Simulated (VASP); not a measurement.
# Li3HS (Pm-3m) in VASP: further runs

The runs below take Li3HS through single point, relaxation of cell and atoms, with PBE.

All numbers are computed with VASP 6.6.1; they aren't measurements. Logs are shortened: lines on timing, memory, paths and dates and some standing lists are left out, and cuts for length are marked.

## 1. The cell of the first run

It takes space group Pm-3m (No. 221, cubic). The conventional cell has a = 3.801 Å, b = 3.801 Å, c = 3.801 Å, α = 90.00°, β = 90.00°, γ = 90.00°. Within 3.5 Å of S (site symmetry m-3m) lie 12 Li at 2.69 Å and 8 H at 3.29 Å. H (site symmetry m-3m) has 6 Li at 1.90 Å within 2.5 Å. Li (site symmetry 4/mmm) has 2 H at 1.90 Å within 2.5 Å.

## 2. Single point, PBE

Contents of INCAR:

```
SYSTEM = Li3HS
ALGO = Normal
EDIFF = 1E-6
ENCUT = 520
GGA = PE
ISIF = 2
ISMEAR = 0
LASPH = .True.
LCHARG = .False.
LREAL = .False.
LWAVE = .False.
NBANDS = 16
NELM = 60
PREC = Accurate
SIGMA = 0.02
```

Contents of KPOINTS:

```
k-points
0
Gamma
  6 6 6
  0 0 0
```

Contents of POSCAR:

```
Li3HS
1.0
    3.8011716747      0.0000000000      0.0000000000
    0.0000000000      3.8011716747      0.0000000000
    0.0000000000      0.0000000000      3.8011716747
S H Li
1 1 3
Direct
    0.5000000000      0.5000000000      0.5000000000
    0.0000000000      0.0000000000      0.0000000000
    0.5000000000      0.0000000000      0.0000000000
    0.0000000000      0.5000000000      0.0000000000
    0.0000000000      0.0000000000      0.5000000000
```

Potentials or basis: VASP PAW PBE potentials, release 64 (S, H, Li_sv).

Launch:

```console
$ cat potpaw_PBE.64/S/POTCAR potpaw_PBE.64/H/POTCAR potpaw_PBE.64/Li_sv/POTCAR > POTCAR
$ mpirun -np 1 vasp_std > vasp.out
```

OUTCAR:

```text
SYSTEM = Li3HS
   EDIFF = 1E-6
   ENCUT = 520
   GGA = PE
   ISIF = 2
   ISMEAR = 0
   LASPH = .True.
   LREAL = .False.
   NELM = 60
   PREC = Accurate

 ion  position               nearest neighbor table
   1  0.500  0.500  0.500-   3 2.69   4 2.69   5 2.69   3 2.69   4 2.69   3 2.69   5 2.69   3 2.69
                             4 2.69   5 2.69   4 2.69   5 2.69
   2  0.000  0.000  0.000-
   3  0.500  0.000  0.000-   1 2.69   1 2.69   1 2.69   1 2.69
   4  0.000  0.500  0.000-   1 2.69   1 2.69   1 2.69   1 2.69
   5  0.000  0.000  0.500-   1 2.69   1 2.69   1 2.69   1 2.69

  LATTYP: Found a simple cubic cell.
 ALAT       =     3.8011716747

  Lattice vectors:

 A1 = (   3.8011716747,   0.0000000000,   0.0000000000)
 A2 = (   0.0000000000,   3.8011716747,   0.0000000000)
 A3 = (   0.0000000000,   0.0000000000,   3.8011716747)

Analysis of symmetry for initial positions (statically):
=====================================================================
 Subroutine PRICEL returns:
 Original cell was already a primitive cell.

 Routine SETGRP: Setting up the symmetry group for a
 simple cubic supercell.

 Subroutine GETGRP returns: Found 48 space group operations
 (whereof 48 operations were pure point group operations)
 out of a pool of 48 trial point group operations.

The static configuration has the point symmetry O_h .

Analysis of symmetry for dynamics (positions and initial velocities):
=====================================================================
 Subroutine PRICEL returns:
 Original cell was already a primitive cell.

 Routine SETGRP: Setting up the symmetry group for a
 simple cubic supercell.

 Subroutine GETGRP returns: Found 48 space group operations
 (whereof 48 operations were pure point group operations)
 out of a pool of 48 trial point group operations.

The dynamic configuration has the point symmetry O_h .

 Subroutine INISYM returns: Found 48 space group operations
 (whereof 48 operations are pure point group operations),
 and found     1 'primitive' translations

----------------------------------------------------------------------------------------

                                     Primitive cell

  volume of cell :      54.9228

  direct lattice vectors                    reciprocal lattice vectors
     3.801171675  0.000000000  0.000000000     0.263076779  0.000000000  0.000000000
     0.000000000  3.801171675  0.000000000     0.000000000  0.263076779  0.000000000
     0.000000000  0.000000000  3.801171675     0.000000000  0.000000000  0.263076779

  length of vectors
     3.801171675  3.801171675  3.801171675     0.263076779  0.263076779  0.263076779

  position of ions in fractional coordinates (direct lattice)
     0.500000000  0.500000000  0.500000000
     0.000000000  0.000000000  0.000000000
     0.500000000  0.000000000  0.000000000
     0.000000000  0.500000000  0.000000000
     0.000000000  0.000000000  0.500000000

  ion indices of the primitive-cell ions
   primitive index   ion index
                 1           1
                 2           2
                 3           3
                 4           4
                 5           5

----------------------------------------------------------------------------------------

 KPOINTS: k-points

Automatic generation of k-mesh.
 Grid dimensions read from file:
 generate k-points for:    6    6    6

 Generating k-lattice:

  Cartesian coordinates                     Fractional coordinates (reciprocal lattice)
     0.043846130  0.000000000  0.000000000     0.166666667  0.000000000  0.000000000
     0.000000000  0.043846130  0.000000000     0.000000000  0.166666667  0.000000000
     0.000000000  0.000000000  0.043846130     0.000000000  0.000000000  0.166666667

  Length of vectors
     0.043846130  0.043846130  0.043846130

  Shift w.r.t. Gamma in fractional coordinates (k-lattice)
     0.000000000  0.000000000  0.000000000

 Subroutine IBZKPT returns following result:
 ===========================================

 Found     20 irreducible k-points:

 Following reciprocal coordinates:
            Coordinates               Weight
  0.000000  0.000000  0.000000      1.000000
  0.166667  0.000000  0.000000      6.000000
  0.333333  0.000000  0.000000      6.000000
  0.500000  0.000000  0.000000      3.000000
  0.166667  0.166667  0.000000     12.000000
  0.333333  0.166667  0.000000     24.000000
[... 12 lines left out ...]
  0.500000  0.500000  0.333333      6.000000
  0.500000  0.500000  0.500000      1.000000
   k-points           NKPTS =     20   k-points in BZ     NKDIM =     20   number of bands    NBANDS=     16
   number of dos      NEDOS =    301   number of ions     NIONS =      5
   total plane-waves  NPLWV =  21952
   dimension x,y,z NGX =    28 NGY =   28 NGZ =   28
   dimension x,y,z NGXF=    56 NGYF=   56 NGZF=   56
   ions per type =               1   1   3
   NGX,Y,Z   is equivalent  to a cutoff of  12.25, 12.25, 12.25 a.u.
   NGXF,Y,Z  is equivalent  to a cutoff of  24.49, 24.49, 24.49 a.u.
 SYSTEM =  Li3HS
   PREC   = accura    normal or accurate (medium, high low for compatibility)
   ISTART =      0    job   : 0-new  1-cont  2-samecut
   ICHARG =      2    charge: 1-file 2-atom 10-const
   ISPIN  =      1    spin polarized calculation?
   LNONCOLLINEAR =      F non collinear calculations
   LSORBIT =      F    spin-orbit coupling
   LASPH  =      T    aspherical Exc in radial PAW
   ENCUT  =  520.0 eV  38.22 Ry    6.18 a.u.   7.07  7.07  7.07*2*pi/ulx,y,z
   NELM   =     60;   NELMIN=  2; NELMDL= -5     # of ELM steps
   EDIFF  = 0.1E-05   stopping-criterion for ELM
   LREAL  =      F    real-space projection
   EDIFFG = 0.1E-04   stopping-criterion for IOM
   NSW    =      0    number of steps for IOM
   IBRION =     -1    ionic relax: 0-MD 1-quasi-New 2-CG
   NFREE  =      0    steps in history (QN), initial steepest desc. (CG)
   ISIF   =      2    stress and relaxation
   ISYM   =      2    0-nonsym 1-usesym 2-fastsym
   POTIM  = 0.5000    time-step for ionic-motion
   TEBEG  =    0.0;   TEEND  =   0.0 temperature during run
   PSTRESS=    0.0 pullay stress
   NELECT =      16.0000    total number of electrons
   NUPDOWN=      -1.0000    fix difference up-down
   EMIN   =  10.00;   EMAX   =-10.00  energy-range for DOS
   EFERMI =   0.00;   METHOD = LEGACY
   ISMEAR =     0;   SIGMA  =   0.02  broadening in eV -4-tet -1-fermi 0-gaus
   EFERMI_NEDOS =   21; number of points for ismear=-14 and -15
   IALGO  =     38    algorithm
   IMIX   =      4    mixing-type and parameters
     AMIX     =   0.40;   BMIX     =  1.00
     AMIX_MAG =   1.60;   BMIX_MAG =  1.00
  volume/ion in A,a.u.               =      10.98        74.13
  Fermi-wavevector in a.u.,A,eV,Ry     =   1.085252  2.050829 16.024565  1.177772
  Thomas-Fermi vector in A             =   2.221361
   LORBIT       =      0    0 simple, 1 ext, 2 COOP (PROOUT), +10 PAW based schemes
   GGA     = PE    functional components
   LHFCALC =     F    Hartree Fock is set to
   AEXX    =    0.0000 exact exchange contribution
   IVDW    =     0    specifies the selected vdW correction
   LEPSILON=     F    determine dielectric tensor
   LRPA    =     F    only Hartree local field effects (RPA)
 non-spin polarized calculation
 Gauss-broadening in eV      SIGMA  =   0.02
  energy-cutoff  :      520.00
  volume of cell :       54.92
 maximum number of plane-waves:      1498
   NGX = 15   NGY = 15   NGZ = 15

 number of electron      16.0000003 magnetization

 Free energy of the ion-electron system (eV)
  ---------------------------------------------------
  ext. energy  EPLUGINS =         0.00000000
  ---------------------------------------------------
  free energy    TOTEN  =       -17.85629415 eV

  energy without entropy =      -17.85629415  energy(sigma->0) =      -17.85629415

 E-fermi :   2.4496     XC(G=0):  -9.1358

 val. band max:        2.3333358369   @ k =   0.5000   0.5000   0.0000
 cond. band min:       6.4815388587   @ k =   0.5000   0.0000   0.0000
 fundamental gap:      4.1482030218
 Fermi energy:         2.4495950629

 k-point     1 :       0.0000    0.0000    0.0000
  band No.  band energies     occupation
      1     -42.4500      2.00000
      2     -42.3734      2.00000
      3     -42.3734      2.00000
      4      -9.0219      2.00000
      5      -0.2143      2.00000
      6       1.2124      2.00000
[... 8 lines left out ...]
     15      14.3142      0.00000
     16      14.3142      0.00000

 k-point     2 :       0.1667    0.0000    0.0000
  band No.  band energies     occupation
      1     -42.4454      2.00000
      2     -42.3778      2.00000
      3     -42.3734      2.00000
      4      -8.9505      2.00000
      5      -0.8560      2.00000
      6       1.3519      2.00000
[... 8 lines left out ...]
     15      13.1448      0.00000
     16      13.1448      0.00000

 k-point     3 :       0.3333    0.0000    0.0000
  band No.  band energies     occupation
      1     -42.4334      2.00000
      2     -42.3891      2.00000
      3     -42.3732      2.00000
      4      -8.7966      2.00000
      5      -1.7643      2.00000
      6       1.6739      2.00000
[... 8 lines left out ...]
     15      13.2520      0.00000
     16      14.5436      0.00000

 k-point     4 :       0.5000    0.0000    0.0000
  band No.  band energies     occupation
      1     -42.4239      2.00000
      2     -42.3983      2.00000
      3     -42.3732      2.00000
      4      -8.7132      2.00000
      5      -2.1442      2.00000
      6       1.8650      2.00000
[... 8 lines left out ...]
     15      15.1054      0.00000
     16      15.3212      0.00000
[... 248 lines left out ...]
 k-point    18 :       0.5000    0.3333    0.3333
  band No.  band energies     occupation
      1     -42.4040      2.00000
      2     -42.3976      2.00000
      3     -42.3913      2.00000
      4      -8.2119      2.00000
      5      -1.2601      2.00000
      6      -0.1244      2.00000
[... 8 lines left out ...]
     15      15.3867      0.00000
     16      16.9992      0.00000

 k-point    19 :       0.5000    0.5000    0.3333
  band No.  band energies     occupation
      1     -42.3975      2.00000
      2     -42.3975      2.00000
      3     -42.3975      2.00000
      4      -8.1128      2.00000
      5      -1.0801      2.00000
      6      -0.3449      2.00000
[... 8 lines left out ...]
     15      15.4827      0.00000
     16      17.4402      0.00000

 k-point    20 :       0.5000    0.5000    0.5000
  band No.  band energies     occupation
      1     -42.3973      2.00000
      2     -42.3973      2.00000
      3     -42.3973      2.00000
      4      -8.0083      2.00000
      5      -1.0836      2.00000
      6      -0.3001      2.00000
[... 8 lines left out ...]
     15      17.2100      0.00000
     16      17.9869      0.00000

------------------------ aborting loop because EDIFF is reached ----------------------------------------

  FORCE on cell =-STRESS in cart. coord.  units (eV):
  Direction    XX          YY          ZZ          XY          YZ          ZX
  --------------------------------------------------------------------------------------
  -------------------------------------------------------------------------------------
  Total       -0.0487661     -0.0487661     -0.0487661      0.0000000      0.0000000      0.0000000
  in kB       -1.4225773     -1.4225773     -1.4225773      0.0000000      0.0000000      0.0000000
  external PRESSURE =      -1.4225773 kB  Pullay stress =       0.0000000 kB

 VOLUME and BASIS-vectors are now :
 -----------------------------------------------------------------------------
  energy-cutoff  :      520.00
  volume of cell :       54.92
      direct lattice vectors                 reciprocal lattice vectors
     3.801171675  0.000000000  0.000000000     0.263076779  0.000000000  0.000000000
     0.000000000  3.801171675  0.000000000     0.000000000  0.263076779  0.000000000
     0.000000000  0.000000000  3.801171675     0.000000000  0.000000000  0.263076779

 POSITION                                       TOTAL-FORCE (eV/Angst)
 -----------------------------------------------------------------------------------
      1.90059      1.90059      1.90059         0.000000      0.000000      0.000000
      0.00000      0.00000      0.00000         0.000000      0.000000      0.000000
      1.90059      0.00000      0.00000         0.000000      0.000000      0.000000
      0.00000      1.90059      0.00000         0.000000      0.000000      0.000000
      0.00000      0.00000      1.90059         0.000000      0.000000      0.000000
 -----------------------------------------------------------------------------------
    total drift:                                0.000000      0.000000     -0.000000

  FREE ENERGIE OF THE ION-ELECTRON SYSTEM (eV)
  ---------------------------------------------------
  free  energy   TOTEN  =       -17.8562941538 eV

  energy  without entropy=      -17.8562941538  energy(sigma->0) =      -17.85629415
```

Run time: 16 s. Hardware: 1 thread of AMD EPYC 7R13 (Zen 3), shared host; peak memory 0.13 GiB.

What came out:

| Quantity | Value |
| --- | --- |
| Free energy | -17.8563 eV |
| Band gap on the k mesh | 4.15 eV, indirect (least direct gap 4.56 eV) |

Levels at points of the mesh, in eV from the valence-band top:
| k point | band 6 | band 7 | band 8 | band 9 | band 10 | band 11 |
| --- | --- | --- | --- | --- | --- | --- |
| (0.00, 0.00, 0.00) | -1.12 | -1.12 | -1.12 | 6.44 | 6.44 | 7.29 |
| (0.50, 0.00, 0.00) | -0.47 | -0.47 | -0.41 | 4.15 | 4.99 | 4.99 |
| (0.50, 0.50, 0.00) | -2.80 | -2.80 | 0.00 | 4.91 | 7.30 | 7.30 |
| (0.50, 0.50, 0.50) | -2.63 | -2.63 | -2.63 | 4.95 | 4.95 | 4.95 |

Caveat: the cutoff is under 1.25 times the usual one of these potentials, so pressure, stress and relaxed cells hold a basis-set (Pulay) error.

## 3. Single point, PBE

This run uses another cell than the first one, of 11.43 Å³/atom, 1.041 times its volume.

Contents of INCAR:

```
SYSTEM = Li3HS
  PREC = Accurate
  ENCUT = 520
  EDIFF = 1E-7
  ISMEAR = 0
  SIGMA = 0.1
  LREAL = .FALSE.
  LASPH = .TRUE.
  NELM = 100
  ALGO = Normal
  ISIF = 2
  LWAVE = .FALSE.
  LCHARG = .FALSE.
  GGA = PE
  NBANDS = 16
```

Contents of KPOINTS:

```
regular mesh
0
G
  6 6 6
  0 0 0
```

POSCAR: that of step 2 with these lines changed.

```diff
@@ -2,5 +2,5 @@
 1.0
-    3.8011716747      0.0000000000      0.0000000000
-    0.0000000000      3.8011716747      0.0000000000
-    0.0000000000      0.0000000000      3.8011716747
+    3.8518900000      0.0000000000      0.0000000000
+    0.0000000000      3.8518900000      0.0000000000
+    0.0000000000      0.0000000000      3.8518900000
 S H Li
```

Potentials or basis: VASP PAW PBE potentials, release 64 (S, H, Li_sv).

Launch:

```console
$ cat potpaw_PBE.64/S/POTCAR potpaw_PBE.64/H/POTCAR potpaw_PBE.64/Li_sv/POTCAR > POTCAR
$ mpirun -np 1 vasp_std > vasp.out
```

It used 14 s of CPU time on 1 thread of AMD EPYC 7R13 Processor (Zen 3) (shared host).

The run converged. Its results:

| Item | Value |
| --- | --- |
| Free energy | -17.8447 eV |
| Band gap on the k mesh | 3.96 eV, indirect (least direct gap 4.38 eV) |

Levels at points of the mesh, in eV from the valence-band top:
| k point | band 6 | band 7 | band 8 | band 9 | band 10 | band 11 |
| --- | --- | --- | --- | --- | --- | --- |
| (0.00, 0.00, 0.00) | -1.06 | -1.06 | -1.06 | 6.40 | 6.40 | 7.11 |
| (0.50, 0.00, 0.00) | -0.44 | -0.44 | -0.41 | 3.96 | 4.96 | 4.96 |
| (0.50, 0.50, 0.00) | -2.68 | -2.68 | 0.00 | 4.82 | 7.24 | 7.24 |
| (0.50, 0.50, 0.50) | -2.50 | -2.50 | -2.50 | 4.86 | 4.86 | 4.86 |

Caveat: the cutoff is under 1.25 times the usual one of these potentials, so pressure, stress and relaxed cells hold a basis-set (Pulay) error. A k mesh can miss the band edges.

## 4. Relaxation of cell and atoms, PBE

This run uses another cell than the first one, of 11.43 Å³/atom, 1.041 times its volume.

Contents of INCAR:

```
PREC = Accurate
ENCUT = 600
EDIFF = 1E-6
ISMEAR = 0
SIGMA = 0.02
LREAL = False
LASPH = True
NELM = 80
ALGO = Normal
ISIF = 3
LWAVE = False
LCHARG = False
GGA = PE
IBRION = 2
NSW = 100
EDIFFG = -0.005
```

Contents of KPOINTS:

```
Automatic mesh
0
Gamma
  6 6 6
```

POSCAR is that of step 3.

Launch:

```console
$ cat potpaw_PBE.64/S/POTCAR potpaw_PBE.64/H/POTCAR potpaw_PBE.64/Li_sv/POTCAR > POTCAR
$ mpirun -np 1 vasp_std > vasp.out
```

It used 23 s of CPU time on 1 thread of AMD EPYC 7R13 Processor (Zen 3), on a shared host.

Results (log left out):

```yaml
Free_energy: -17.8588 eV
Relaxed_volume: 10.92 Å³/atom
Relaxed_cell: a = 3.794 Å, b = 3.794 Å, c = 3.794 Å, α = 90.00°, β = 90.00°, γ = 90.00°
Space_group_after_relaxing_to_0.05_Å: Pm-3m (No. 221)
Energy_gained_by_relaxing: 2.9 meV/atom
Ionic_steps: 3
Pressure_after_relaxing: 0.1 GPa
Band_gap_on_the_k_mesh: 4.17 eV, indirect (least direct gap 4.59 eV)
```

The path:
| step | energy change (eV) | largest force (eV/Å) | pressure (GPa) | volume (Å³) |
| --- | --- | --- | --- | --- |
| 1 | 0.0000 | 0.0000 | -1.81 | 57.15 |
| 2 | -0.0096 | 0.0000 | -1.08 | 56.09 |
| 3 | -0.0144 | 0.0000 | 0.06 | 54.59 |

Final structure:
```xyz
5
Lattice="3.7936 0.0000 0.0000 0.0000 3.7936 0.0000 0.0000 0.0000 3.7936" Properties=species:S:1:pos:R:3 pbc="T T T"
S     1.8968    1.8968    1.8968
H     0.0000    0.0000    0.0000
Li    1.8968    0.0000    0.0000
Li    0.0000    1.8968    0.0000
Li    0.0000    0.0000    1.8968
```

Levels at points of the mesh, in eV from the valence-band top:
| k point | band 5 | band 6 | band 7 | band 8 | band 9 | band 10 | band 11 | band 12 |
| --- | --- | --- | --- | --- | --- | --- | --- | --- |
| (0.00, 0.00, 0.00) | -2.55 | -1.13 | -1.13 | -1.13 | 6.44 | 6.44 | 7.32 | 7.32 |
| (0.50, 0.00, 0.00) | -4.50 | -0.47 | -0.47 | -0.41 | 4.17 | 4.99 | 4.99 | 5.79 |
| (0.50, 0.50, 0.00) | -3.42 | -2.82 | -2.82 | 0.00 | 4.92 | 7.30 | 7.30 | 7.72 |
| (0.50, 0.50, 0.50) | -3.43 | -2.65 | -2.65 | -2.65 | 4.95 | 4.95 | 4.95 | 10.55 |

Caveat: the cutoff is under 1.25 times the usual one of these potentials, so pressure, stress and relaxed cells hold a basis-set (Pulay) error.

## 5. Overview

```tsv
task	cell	cutoff (eV)	smearing	gap on the mesh (eV)
single point	a = 3.801 Å, 5 atoms	520	gaussian 0.02 eV	4.15
single point	a = 3.852 Å, 5 atoms	520	gaussian 0.1 eV	3.96
relaxation of cell and atoms	relaxed from a = 3.852 Å, 5 atoms	600	gaussian 0.02 eV	4.17
```

Alike in all rows: level PBE; potentials or basis VASP PAW PBE potentials, release 64 (S, H, Li_sv); no spin polarisation; k mesh 6 × 6 × 6.

Caveats: the cutoff is under 1.25 times the usual one of these potentials, so pressure, stress and relaxed cells hold a basis-set (Pulay) error.

Total energies depend on the potentials used, so only differences within one code and one set of settings carry meaning.
